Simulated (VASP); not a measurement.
# Ir (I4/mmm) in VASP: a series of runs, part 2 of 2

VASP 6.6.1. The steps go on from the part before.

## (3) Single point, LDA (13.10 Å³/atom)

This run uses another cell than the first one, of 13.10 Å³/atom.

File INCAR:

```
PREC     = Accurate       # precision mode
ENCUT    = 520            # plane-wave cutoff, eV
EDIFF    = 1E-6           # SCF threshold, eV
ISMEAR   = 0              # smearing method
SIGMA    = 0.15           # smearing width, eV
LREAL    = F              # projectors in reciprocal space
LASPH    = T              # aspherical terms in the spheres
NELM     = 100            # most SCF steps
ALGO     = Fast           # electronic algorithm
ISIF     = 2              # what is computed and relaxed
LWAVE    = F              # write WAVECAR
LCHARG   = F              # write CHGCAR
NBANDS   = 10             # bands
```

File KPOINTS:

```
Automatic mesh
0
Gamma
  22 22 22
```

File POSCAR:

```
Ir
1.0
    0.0000000000      2.1279066583      1.4463381557
    2.1279066583      0.0000000000      1.4463381557
    2.1279066583      2.1279066583      0.0000000000
Ir
1
Direct
    0.0000000000      0.0000000000      0.0000000000
```

Potentials or basis: VASP PAW LDA potentials, release 64 (Ir).

Launch:

```sh
> cat potpaw_LDA.64/Ir/POTCAR > POTCAR
> mpirun -np 1 vasp_std > vasp.out
```

OUTCAR:

```text
PREC = Accurate
   ENCUT = 520
   EDIFF = 1E-6
   ISMEAR = 0
   LREAL = F
   LASPH = T
   NELM = 100
   ISIF = 2

 ion  position               nearest neighbor table
   1  0.000  0.000  0.000-

  LATTYP: Found a body centered tetragonal cell.
 ALAT       =     3.0093144556
 C/A-ratio  =     0.9612409584

  Lattice vectors:

 A1 = (   0.0000000000,  -2.1279066583,  -1.4463381557)
 A2 = (   0.0000000000,   2.1279066583,  -1.4463381557)
 A3 = (   2.1279066583,   0.0000000000,   1.4463381557)

Analysis of symmetry for initial positions (statically):
=====================================================================
 Subroutine PRICEL returns:
 Original cell was already a primitive cell.

 Routine SETGRP: Setting up the symmetry group for a
 body centered tetragonal supercell.

 Subroutine GETGRP returns: Found 16 space group operations
 (whereof 16 operations were pure point group operations)
 out of a pool of 16 trial point group operations.

The static configuration has the point symmetry D_4h.

Analysis of symmetry for dynamics (positions and initial velocities):
=====================================================================
 Subroutine PRICEL returns:
 Original cell was already a primitive cell.

 Routine SETGRP: Setting up the symmetry group for a
 body centered tetragonal supercell.

 Subroutine GETGRP returns: Found 16 space group operations
 (whereof 16 operations were pure point group operations)
 out of a pool of 16 trial point group operations.

The dynamic configuration has the point symmetry D_4h.

 Subroutine INISYM returns: Found 16 space group operations
 (whereof 16 operations are pure point group operations),
 and found     1 'primitive' translations

----------------------------------------------------------------------------------------

                                     Primitive cell

  volume of cell :      13.0980
[... 105 lines left out ...]
   IMIX   =      4    mixing-type and parameters
     AMIX     =   0.40;   BMIX     =  1.00
     AMIX_MAG =   1.60;   BMIX_MAG =  1.00
  volume/ion in A,a.u.               =      13.10        88.39
  Fermi-wavevector in a.u.,A,eV,Ry     =   1.444621  2.729938 28.394415  2.086931
  Thomas-Fermi vector in A             =   2.562895
   LORBIT       =      0    0 simple, 1 ext, 2 COOP (PROOUT), +10 PAW based schemes
   GGA     = CA    functional components
   LHFCALC =     F    Hartree Fock is set to
   AEXX    =    0.0000 exact exchange contribution
   IVDW    =     0    specifies the selected vdW correction
   LEPSILON=     F    determine dielectric tensor
   LRPA    =     F    only Hartree local field effects (RPA)
 non-spin polarized calculation
 RMM-DIIS sequential band-by-band and
 Gauss-broadening in eV      SIGMA  =   0.15
  energy-cutoff  :      520.00
  volume of cell :       13.10
 maximum number of plane-waves:       370
   NGX =  9   NGY =  9   NGZ = 11

 number of electron       9.0000000 magnetization

 Free energy of the ion-electron system (eV)
  ---------------------------------------------------
  ext. energy  EPLUGINS =         0.00000000
  ---------------------------------------------------
  free energy    TOTEN  =        -9.52873526 eV

  energy without entropy =       -9.50717300  energy(sigma->0) =       -9.51795413

 E-fermi :  11.4206     XC(G=0): -14.5742

 val. band max:       11.4203451671   @ k =  -0.3636   0.0455   0.3182
 cond. band min:      11.4207553085   @ k =  -0.0455   0.3636   0.3182
 fundamental gap:      0.0004101415
 Fermi energy:        11.4205587500

 k-point     1 :       0.0000    0.0000    0.0000
  band No.  band energies     occupation
      1      -0.2312      2.00000
      2       6.9227      2.00000
      3       7.3802      2.00000
      4       7.3802      2.00000
      5      10.3169      2.00000
      6      11.1619      1.98528
      7      28.0715      0.00000
      8      28.0715      0.00000
      9      29.0283      0.00000
     10      40.4060      0.00000
[... 287 lines left out ...]
 k-point    24 :      -0.4545    0.0455    0.0000
  band No.  band energies     occupation
      1       2.9534      2.00000
      2       5.0558      2.00000
      3       9.9051      2.00000
      4      10.6318      2.00000
      5      12.4730      0.00000
      6      13.9229      0.00000
      7      21.3198      0.00000
      8      24.8933      0.00000
      9      29.3171      0.00000
     10      37.1813      0.00000

 [... further k-points ...]
[... 5 lines left out ...]
  --------------------------------------------------------------------------------------
  -------------------------------------------------------------------------------------
  Total        4.3020892      4.3020892      1.9567487      0.0000000      0.0000000      0.0000000
  in kB      526.2413926    526.2413926    239.3539763      0.0000000      0.0000000      0.0000000
  external PRESSURE =     430.6122538 kB  Pullay stress =       0.0000000 kB

 VOLUME and BASIS-vectors are now :
 -----------------------------------------------------------------------------
  energy-cutoff  :      520.00
  volume of cell :       13.10
      direct lattice vectors                 reciprocal lattice vectors
     0.000000000  2.127906658  1.446338156    -0.234972713  0.234972713  0.345700622
     2.127906658  0.000000000  1.446338156     0.234972713 -0.234972713  0.345700622
     2.127906658  2.127906658  0.000000000     0.234972713  0.234972713 -0.345700622

 POSITION                                       TOTAL-FORCE (eV/Angst)
 -----------------------------------------------------------------------------------
      0.00000      0.00000      0.00000        -0.000000      0.000000      0.000000
 -----------------------------------------------------------------------------------
    total drift:                                0.000000     -0.000000     -0.000000

  FREE ENERGIE OF THE ION-ELECTRON SYSTEM (eV)
  ---------------------------------------------------
  free  energy   TOTEN  =        -9.5287352571 eV

  energy  without entropy=       -9.5071730049  energy(sigma->0) =       -9.51795413
```

Wall time 48 s (1 thread of Intel Xeon 6975P-C (Granite Rapids), shared host); peak memory 0.22 GiB.

What came out:

* Free energy: -9.5287 eV
* Pressure: 43.1 GPa
* Band gap on the k mesh: zero (an odd number of electrons rules out a gap without spin polarisation)

Stress tensor (GPa, compression positive):
```
52.62  0.00  0.00
 0.00 52.62  0.00
 0.00  0.00 23.94
```

Levels at points of the mesh, in eV from the Fermi level:
| k point | band 1 | band 2 | band 3 | band 4 | band 5 | band 6 | band 7 | band 8 | band 9 |
| --- | --- | --- | --- | --- | --- | --- | --- | --- | --- |
| (0.00, 0.00, 0.00) | -11.65 | -4.50 | -4.04 | -4.04 | -1.10 | -0.26 | 16.65 | 16.65 | 17.61 |
| (0.50, 0.00, 0.00) | -8.59 | -6.51 | -0.68 | -0.07 | 0.15 | 2.75 | 9.40 | 12.99 | 17.72 |
| (0.50, 0.50, 0.00) | -8.29 | -8.21 | 1.78 | 1.78 | 2.01 | 7.96 | 7.96 | 9.26 | 16.50 |
| (0.50, 0.00, 0.50) | -8.64 | -6.00 | -1.31 | -0.36 | -0.14 | 2.62 | 9.02 | 13.34 | 18.78 |

Caveat: the stress differs along the axes, from 24 to 53 GPa; spin-orbit coupling is left out, which moves the levels of the heavy elements.

## (4) Single point, LDA (13.47 Å³/atom)

This run uses another cell than the first one, of 13.47 Å³/atom.

File INCAR:

```
PREC     = Accurate       # precision mode
ENCUT    = 520            # plane-wave cutoff, eV
EDIFF    = 1E-6           # SCF threshold, eV
ISMEAR   = 0              # smearing method
SIGMA    = 0.15           # smearing width, eV
LREAL    = F              # projectors in reciprocal space
LASPH    = T              # aspherical terms in the spheres
NELM     = 80             # most SCF steps
ALGO     = Normal         # electronic algorithm
ISIF     = 2              # what is computed and relaxed
LWAVE    = F              # write WAVECAR
LCHARG   = T              # write CHGCAR
GGA      = CA             # functional
LELF     = T              # ELF
LVHAR    = T            
NBANDS   = 10             # bands
```

File KPOINTS:

```
regular mesh
0
Gamma
  22 22 22
```

File POSCAR:

```
Ir
1.0
    0.0000000000      2.0930440188      1.5369222230
    2.0930440188      0.0000000000      1.5369222230
    2.0930440188      2.0930440188      0.0000000000
Ir
1
Direct
    0.0000000000      0.0000000000      0.0000000000
```

Launch:

```sh
> cat potpaw_LDA.64/Ir/POTCAR > POTCAR
> mpirun -np 1 vasp_std > vasp.out
```

Run time: 34 s. Hardware: 1 thread of Intel Xeon 6975P-C (Granite Rapids), shared host; peak memory 0.23 GiB.

It converged, with:

* Free energy: -9.6100 eV
* Pressure: 28.3 GPa
* Band gap on the k mesh: zero (an odd number of electrons rules out a gap without spin polarisation)

Stress tensor (GPa, compression positive):
```
18.89  0.00  0.00
 0.00 18.89  0.00
 0.00  0.00 47.00
```

Levels at points of the mesh, in eV from the Fermi level:
```tsv
k point	band 1	band 2	band 3	band 4	band 5	band 6	band 7	band 8
(0.00, 0.00, 0.00)	-11.37	-4.18	-4.18	-3.78	-1.02	-0.30	16.40	17.24
(0.50, 0.00, 0.00)	-8.33	-5.95	-1.09	-0.24	-0.02	2.51	8.78	13.21
(0.50, 0.50, 0.00)	-7.95	-7.90	1.61	1.82	1.82	7.45	8.65	8.65
(0.50, 0.00, 0.50)	-8.28	-6.41	-0.38	0.03	0.08	2.66	9.14	12.87
```

Caveat: the stress differs along the axes, from 19 to 47 GPa; spin-orbit coupling is left out, which moves the levels of the heavy elements.

## (5) Single point, LDA (13.84 Å³/atom)

File INCAR:

```
SYSTEM = Ir
ALGO = Normal
EDIFF = 1E-6
ENCUT = 560
GGA_COMPAT = .False.
ISIF = 2
ISMEAR = 0
LASPH = .True.
LCHARG = .False.
LREAL = .False.
LWAVE = .False.
NBANDS = 14
NELM = 120
PREC = Accurate
SIGMA = 0.15
```

File KPOINTS:

```
k-points
0
Gamma
  22 22 22
  0 0 0
```

File POSCAR:

```
Ir
1.0
    0.0000000000      2.1671127651      1.4729865465
    2.1671127651      0.0000000000      1.4729865465
    2.1671127651      2.1671127651      0.0000000000
Ir
1
Direct
    0.0000000000      0.0000000000      0.0000000000
```

Potentials or basis: VASP PAW LDA potentials, release 64 (Ir_sv_GW).

Launch:

```sh
> cat potpaw_LDA.64/Ir_sv_GW/POTCAR > POTCAR
> mpirun -np 1 vasp_std > vasp.out
```

It took 98 s on 1 thread of Intel Xeon Platinum 8488C (Sapphire Rapids), shared host; peak memory 0.29 GiB.

The run converged. Its results:

```yaml
Free_energy: -10.2415 eV
Pressure: 12.6 GPa
Band_gap_on_the_k_mesh: zero (an odd number of electrons rules out a gap without spin polarisation)
```

Stress tensor (GPa, compression positive):
```
20.99  0.00  0.00
 0.00 20.99  0.00
 0.00  0.00 -4.29
```

Levels at points of the mesh, in eV from the Fermi level:
```tsv
k point	band 4	band 5	band 6	band 7	band 8	band 9	band 10	band 11	band 12	band 13
(0.00, 0.00, 0.00)	-48.76	-11.04	-4.14	-3.71	-3.71	-0.98	-0.22	15.93	15.93	16.83
(0.50, 0.00, 0.00)	-48.83	-7.96	-5.99	-0.62	0.02	0.14	2.51	8.73	12.57	16.76
(0.50, 0.50, 0.00)	-49.42	-7.61	-7.54	1.63	1.63	1.84	7.66	7.66	8.90	15.54
(0.50, 0.00, 0.50)	-48.74	-8.02	-5.51	-1.20	-0.26	-0.13	2.39	8.37	12.90	17.73
```

Caveat: the stress differs along the axes, from -4 to 21 GPa; spin-orbit coupling is left out, which moves the levels of the heavy elements.

## (6) Summary

```tsv
potentials or basis	cell	cutoff (eV)	gap on the mesh (eV)	pressure (GPa)
VASP PAW LDA potentials, release 64 (Ir_sv_GW)	a = 2.620, b = 2.620, c = 2.987 Å, angles 55.3, 55.3, 69.5°, 1 atom	560	none	12.5
VASP PAW LDA potentials, release 64 (Ir)	a = 2.573, b = 2.573, c = 3.009 Å, angles 54.2, 54.2, 71.6°, 1 atom	520	none	43.1
VASP PAW LDA potentials, release 64 (Ir)	a = 2.597, b = 2.597, c = 2.960 Å, angles 55.3, 55.3, 69.5°, 1 atom	520	none	28.3
VASP PAW LDA potentials, release 64 (Ir_sv_GW)	a = 2.620, b = 2.620, c = 3.065 Å, angles 54.2, 54.2, 71.6°, 1 atom	560	none	12.6
```

Alike in all rows: task single point; level LDA; no spin polarisation; k mesh 22 × 22 × 22; smearing gaussian 0.15 eV.

Caveats: spin-orbit coupling is left out, which moves the levels of the heavy elements; the stress differs along the axes, from 4 to 30 GPa (at least some runs); the stress differs along the axes, from 24 to 53 GPa (at least some runs); the stress differs along the axes, from 19 to 47 GPa (at least some runs); the stress differs along the axes, from -4 to 21 GPa (at least some runs).

Absolute energies hang on the potentials; compare differences alone.
